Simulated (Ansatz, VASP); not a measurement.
## Te2Mo in VASP and in Ansatz

```
Te Mo
1.0
     3.59581    0.00000    0.00000
    -1.79790    3.11406    0.00000
     0.00000    0.00000   18.05222
Te Mo
2 1
Direct
  0.33333 0.66667 0.90228
  0.33333 0.66667 0.09772
  0.00000 0.00000 0.00000
```

Change from the starting cell: equal strain along all axes, cell held, atoms relaxed: +3.0 %.

Alike in both runs: functional PBEsol; k mesh 12 × 12 × 2; occupations gaussian, width 0.02 eV; no spin polarisation.

Ansatz relaxed the structure, and its values are those at the end. VASP's run is a single point on that final structure, the one shown.

|  | VASP | Ansatz |
| --- | --- | --- |
| version | VASP 6.6.1 | Ansatz 0.2.0 |
| potentials or method | VASP PAW PBE potentials, release 64 (Te, Mo_sv), cutoff 520 eV | scalar-relativistic, plane waves, PAW |
| valence electrons in the cell | 26 | 46 |

```tsv
	VASP	Ansatz	Ansatz less VASP
gap on the k mesh at the Fermi level (eV)	0.96	0.96	+0.002
least direct gap on the mesh (eV)	0.96	0.96	+0.002
rms of the force components (eV/Å)	0.017	0.003	-0.0145
```

VASP's potentials were made for PBE, not for PBEsol. The functional is the same, so the differences come from potentials, cutoffs and numerics. VASP's potentials hold 26 valence electrons a cell and Ansatz's 46, so a difference there can come from the potentials and not from the codes. Ansatz's warnings: stress scf threshold loose.

Neither program's run includes spin-orbit coupling.
